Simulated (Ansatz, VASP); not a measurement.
**Mn: VASP beside Ansatz**

The input INCAR:

```
SYSTEM = Mn
  PREC = Accurate
  ENCUT = 520
  EDIFF = 1E-6
  ISMEAR = -1
  SIGMA = 0.05
  LREAL = .FALSE.
  LASPH = .TRUE.
  NELM = 150
  ALGO = Normal
  ISIF = 2
  LWAVE = .FALSE.
  LCHARG = .FALSE.
  ISPIN = 2
  MAGMOM = 0.918 -0.918
  LORBIT = 11
  LMAXMIX = 4
  GGA = PS
  NBANDS = 24
```

KPOINTS

```
Automatic mesh
0
G
  14 14 10
  0 0 0
```

File POSCAR:

```
Mn
1.0
    2.5390945126      0.0000000000      0.0000000000
    0.0000000000      2.5390945126      0.0000000000
    0.0000000000      0.0000000000      3.5261299079
Mn
2
Direct
    0.0000000000      0.0000000000      0.0000000000
    0.5000000000      0.5000000000      0.5000000000
```

Input for Ansatz:

```yaml
crystal:
  lattice:
    - [2.5390945126, 0.0, 0.0]
    - [0.0, 2.5390945126, 0.0]
    - [0.0, 0.0, 3.5261299079]
  atoms:
    - { symbol: Mn, position: [0.0, 0.0, 0.0], spin: 0.918 }
    - { symbol: Mn, position: [0.5, 0.5, 0.5], spin: -0.918 }
hamiltonian:
  xc: pbesol
  pseudopotentials:
    kind: paw
    azcp:
      Mn: "pseudopotentials/Mn.paw.azcp"
basis:
  ecutwfc: 420
  fft_grid_basis: typed
kpoints:
  mp_grid: { grid: [14, 14, 10], shift: [0, 0, 0] }
magnetization:
  spin_polarized: true
scf:
  occupations: { method: fermi_dirac, width: 0.05 }
  lower_state_search: "off"
output:
  stress: true
  write_density: true
  write_potential: true
  elf: true
  volumetric_format: npy
```

Alike in both runs: task single point; functional PBEsol; k mesh 14 × 14 × 10; occupations fermi-dirac, width 0.05 eV; collinear spin.

|  | VASP | Ansatz |
| --- | --- | --- |
| version | VASP 6.6.1 | Ansatz 0.2.0 |
| potentials or method | VASP PAW PBE potentials, release 64 (Mn_pv), cutoff 520 eV | plane waves (420 eV) with PAW, scalar-relativistic |
| valence electrons in the cell | 26 | 30 |

VASP gave:

| Quantity | Value |
| --- | --- |
| pressure (GPa) | -9.6 |
| traceless stress, the component that is largest in VASP (GPa) | -3.36 |
| net moment per atom (μB) | 0.00 |
| size of the moment on the site where the two differ most (μB) | 1.74 |

Problem. What did Ansatz give for the same quantities?

Solution. Pressure (GPa): -10.2; traceless stress, the component that is largest in VASP (GPa): -3.17; net moment per atom (μB): 0.00; size of the moment on the site where the two differ most (μB): 1.66.

VASP's potentials were made for PBE, not for PBEsol, and Ansatz warns of the same on its side. Site moments also hang on the region over which each program counts them. The functional is the same, so the differences come from potentials, cutoffs and numerics. VASP's potentials hold 26 valence electrons a cell and Ansatz's 30, so a difference there can come from the potentials and not from the codes.
